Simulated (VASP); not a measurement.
# Ru (Fd-3m) in VASP: single point with LDA

Aim: the single point of Ru with LDA.

All numbers are computed with VASP 6.6.1; they aren't measurements. Logs are shortened: lines on timing, memory, paths and dates and some standing lists are left out, and cuts for length are marked.

## Step 1: The cell of the first run

It takes space group Fd-3m (No. 227, cubic). The conventional cell has a = 5.284 Å, b = 5.284 Å, c = 5.284 Å, α = 90.00°, β = 90.00°, γ = 90.00°. Within 3.0 Å of Ru (site symmetry -43m) lie 4 Ru at 2.29 Å.

This isn't the form of Ru at room conditions, which is hcp.

## Step 2: Single point, LDA (18.44 Å³/atom)

INCAR reads:

```
  PREC = Accurate
  ENCUT = 560
  EDIFF = 1E-6
  ISMEAR = -1
  SIGMA = 0.1
  LREAL = F
  LASPH = T
  NELM = 120
  ALGO = Normal
  ISIF = 2
  LWAVE = F
  LCHARG = F
  NBANDS = 23
  GGA_COMPAT = F
```

KPOINTS reads:

```
Automatic mesh
0
Gamma
  11 11 11
```

POSCAR reads:

```
Ru
1.0
    0.0000000000      2.6418910852      2.6418910852
    2.6418910852      0.0000000000      2.6418910852
    2.6418910852      2.6418910852      0.0000000000
Ru
2
Direct
    0.1250000000      0.1250000000      0.1250000000
    0.8750000000      0.8750000000      0.8750000000
```

Potentials or basis: VASP PAW LDA potentials, release 64 (Ru_sv).

The run is started by

```
> cat potpaw_LDA.64/Ru_sv/POTCAR > POTCAR
> mpirun -np 1 vasp_std > vasp.out
```

OUTCAR:

```text
PREC = Accurate
   ENCUT = 560
   EDIFF = 1E-6
   ISMEAR = -1
   LREAL = F
   LASPH = T
   NELM = 120
   ISIF = 2

 ion  position               nearest neighbor table
   1  0.125  0.125  0.125-   2 2.29   2 2.29   2 2.29   2 2.29
   2  0.875  0.875  0.875-   1 2.29   1 2.29   1 2.29   1 2.29

  LATTYP: Found a face centered cubic cell.
 ALAT       =     5.2837821704

  Lattice vectors:

 A1 = (   0.0000000000,   2.6418910852,   2.6418910852)
 A2 = (   2.6418910852,   0.0000000000,   2.6418910852)
 A3 = (   2.6418910852,   2.6418910852,   0.0000000000)

Analysis of symmetry for initial positions (statically):
=====================================================================
 Subroutine PRICEL returns:
 Original cell was already a primitive cell.

 Routine SETGRP: Setting up the symmetry group for a
 face centered cubic supercell.

 Subroutine GETGRP returns: Found 48 space group operations
 (whereof 12 operations were pure point group operations)
 out of a pool of 48 trial point group operations.

The static configuration has the point symmetry D_3d.
 The point group associated with its full space group is O_h .

Analysis of symmetry for dynamics (positions and initial velocities):
=====================================================================
 Subroutine PRICEL returns:
 Original cell was already a primitive cell.

 Routine SETGRP: Setting up the symmetry group for a
 face centered cubic supercell.

 Subroutine GETGRP returns: Found 48 space group operations
 (whereof 12 operations were pure point group operations)
 out of a pool of 48 trial point group operations.

The dynamic configuration has the point symmetry D_3d.
 The point group associated with its full space group is O_h .

 Subroutine INISYM returns: Found 48 space group operations
 (whereof 12 operations are pure point group operations),
 and found     1 'primitive' translations

----------------------------------------------------------------------------------------

                                     Primitive cell

  volume of cell :      36.8786

  direct lattice vectors                    reciprocal lattice vectors
     0.000000000  2.641891085  2.641891085    -0.189258370  0.189258370  0.189258370
     2.641891085  0.000000000  2.641891085     0.189258370 -0.189258370  0.189258370
     2.641891085  2.641891085  0.000000000     0.189258370  0.189258370 -0.189258370

  length of vectors
     3.736198203  3.736198203  3.736198203     0.327805112  0.327805112  0.327805112

  position of ions in fractional coordinates (direct lattice)
[... 77 lines left out ...]
   ENCUT  =  560.0 eV  41.16 Ry    6.42 a.u.   7.21  7.21  7.21*2*pi/ulx,y,z
   NELM   =    120;   NELMIN=  2; NELMDL= -5     # of ELM steps
   EDIFF  = 0.1E-05   stopping-criterion for ELM
   LREAL  =      F    real-space projection
   EDIFFG = 0.1E-04   stopping-criterion for IOM
   NSW    =      0    number of steps for IOM
   IBRION =     -1    ionic relax: 0-MD 1-quasi-New 2-CG
   NFREE  =      0    steps in history (QN), initial steepest desc. (CG)
   ISIF   =      2    stress and relaxation
   ISYM   =      2    0-nonsym 1-usesym 2-fastsym
   POTIM  = 0.5000    time-step for ionic-motion
   TEBEG  =    0.0;   TEEND  =   0.0 temperature during run
   PSTRESS=    0.0 pullay stress
   NELECT =      32.0000    total number of electrons
   NUPDOWN=      -1.0000    fix difference up-down
   EMIN   =  10.00;   EMAX   =-10.00  energy-range for DOS
   EFERMI =   0.00;   METHOD = LEGACY
   ISMEAR =    -1;   SIGMA  =   0.10  broadening in eV -4-tet -1-fermi 0-gaus
   EFERMI_NEDOS =   21; number of points for ismear=-14 and -15
   IALGO  =     38    algorithm
   IMIX   =      4    mixing-type and parameters
     AMIX     =   0.40;   BMIX     =  1.00
     AMIX_MAG =   1.60;   BMIX_MAG =  1.00
  volume/ion in A,a.u.               =      18.44       124.43
  Fermi-wavevector in a.u.,A,eV,Ry     =   1.561469  2.950748 33.173509  2.438184
  Thomas-Fermi vector in A             =   2.664529
   LORBIT       =      0    0 simple, 1 ext, 2 COOP (PROOUT), +10 PAW based schemes
   GGA     = CA    functional components
   LHFCALC =     F    Hartree Fock is set to
   AEXX    =    0.0000 exact exchange contribution
   IVDW    =     0    specifies the selected vdW correction
   LEPSILON=     F    determine dielectric tensor
   LRPA    =     F    only Hartree local field effects (RPA)
 non-spin polarized calculation
  energy-cutoff  :      560.00
  volume of cell :       36.88
 maximum number of plane-waves:      1129
 NGX is ok and might be reduce to    30
   NGX = 15   NGY = 15   NGZ = 15

 number of electron      31.9999998 magnetization

 Free energy of the ion-electron system (eV)
  ---------------------------------------------------
  ext. energy  EPLUGINS =         0.00000000
  ---------------------------------------------------
  free energy    TOTEN  =       -18.59925261 eV

  energy without entropy =      -18.54341452  energy(sigma->0) =      -18.57133357

 E-fermi :   9.7340     XC(G=0): -12.2555

 val. band max:        9.7326064895   @ k =   0.4545   0.2727   0.0909
 cond. band min:       9.7641957352   @ k =   0.3636   0.2727   0.0909
 fundamental gap:      0.0315892457
 Fermi energy:         9.7339764769

 k-point     1 :       0.0000    0.0000    0.0000
  band No.  band energies     occupation
      1     -62.9966      2.00000
      2     -62.2824      2.00000
      3     -33.4967      2.00000
      4     -33.4967      2.00000
      5     -33.4967      2.00000
      6     -32.3557      2.00000
[... 613 lines left out ...]
     22      21.3478      0.00000
     23      22.7042      0.00000

 [... further k-points ...]

------------------------ aborting loop because EDIFF is reached ----------------------------------------

  FORCE on cell =-STRESS in cart. coord.  units (eV):
  Direction    XX          YY          ZZ          XY          YZ          ZX
  --------------------------------------------------------------------------------------
  -------------------------------------------------------------------------------------
  Total        2.0609244      2.0609244      2.0609244     -0.0000000      0.0000000      0.0000000
  in kB       89.5360496     89.5360496     89.5360496     -0.0000000      0.0000000      0.0000000
  external PRESSURE =      89.5360496 kB  Pullay stress =       0.0000000 kB

 VOLUME and BASIS-vectors are now :
 -----------------------------------------------------------------------------
  energy-cutoff  :      560.00
  volume of cell :       36.88
      direct lattice vectors                 reciprocal lattice vectors
     0.000000000  2.641891085  2.641891085    -0.189258370  0.189258370  0.189258370
     2.641891085  0.000000000  2.641891085     0.189258370 -0.189258370  0.189258370
     2.641891085  2.641891085  0.000000000     0.189258370  0.189258370 -0.189258370

 POSITION                                       TOTAL-FORCE (eV/Angst)
 -----------------------------------------------------------------------------------
      0.66047      0.66047      0.66047        -0.000000     -0.000000      0.000000
      4.62331      4.62331      4.62331         0.000000      0.000000     -0.000000
 -----------------------------------------------------------------------------------
    total drift:                               -0.000000      0.000000      0.000000

  FREE ENERGIE OF THE ION-ELECTRON SYSTEM (eV)
  ---------------------------------------------------
  free  energy   TOTEN  =       -18.5992526116 eV

  energy  without entropy=      -18.5434145198  energy(sigma->0) =      -18.57133357
```

OSZICAR:

```text
N       E                     dE             d eps       ncg     rms          rms(c)
DAV:   1     0.456950853268E+03    0.45695E+03   -0.21963E+04  2576   0.162E+03
DAV:   2    -0.686470675405E+01   -0.46382E+03   -0.44393E+03  3095   0.533E+02
DAV:   3    -0.190613684573E+02   -0.12197E+02   -0.12011E+02  2905   0.100E+02
DAV:   4    -0.191752203288E+02   -0.11385E+00   -0.11384E+00  2856   0.107E+01
DAV:   5    -0.191771038165E+02   -0.18835E-02   -0.18835E-02  2940   0.133E+00    0.237E+01
DAV:   6    -0.186548299384E+02    0.52227E+00   -0.13047E+00  2674   0.109E+01    0.754E+00
DAV:   7    -0.186089199335E+02    0.45910E-01   -0.43715E-02  2884   0.172E+00    0.268E+00
DAV:   8    -0.185992400486E+02    0.96799E-02   -0.11416E-02  2681   0.780E-01    0.877E-02
DAV:   9    -0.185992496743E+02   -0.96257E-05   -0.30266E-04  2849   0.161E-01    0.421E-02
DAV:  10    -0.185992529366E+02   -0.32623E-05   -0.10586E-05  3075   0.386E-02    0.131E-02
DAV:  11    -0.185992526116E+02    0.32503E-06   -0.68818E-07  1659   0.731E-03
   1 F= -.18599253E+02 E0= -.18571334E+02  d E =-.558381E-01
```

It took 59 s on 1 thread of AMD EPYC 7R43 (Zen 3), shared host; peak memory 0.13 GiB.

Results:

```yaml
Free_energy: -18.5993 eV
Pressure: 9.0 GPa
Band_gap_on_the_k_mesh: zero (bands 16 and 17 overlap by 0.93 eV)
```

Caveat: the cell stands under pressure.

The gap in the log of VASP goes by the Fermi energy; the results here count the filled bands.